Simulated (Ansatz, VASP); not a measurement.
# Sn: VASP beside Ansatz

```
Sn
1.0
     0.00000    3.19432    3.19432
     3.19432    0.00000    3.19432
     3.19432    3.19432    0.00000
Sn
2
Direct
  0.50000 0.50000 0.50000
  0.75000 0.75000 0.75000
```

Alike in both runs: task single point; functional LDA; k mesh 14 × 14 × 14; occupations fermi-dirac, width 0.1 eV; no spin polarisation.

|  | VASP | Ansatz |
| --- | --- | --- |
| version | VASP 6.6.1 | Ansatz 0.2.0 |
| potentials or method | VASP PAW LDA potentials, release 64 (Sn_d), cutoff 520 eV | plane waves (420 eV) with PAW, scalar-relativistic |
| valence electrons in the cell | 28 | 28 |

|  | VASP | Ansatz | Ansatz less VASP |
| --- | --- | --- | --- |
| pressure (GPa) | 2.0 | 2.0 | -0.02 |

Ansatz warns that its potentials were made for another functional, while VASP's fit it. LDA's correlation is that of Perdew and Zunger in VASP and of Perdew and Wang (1992) in Ansatz.
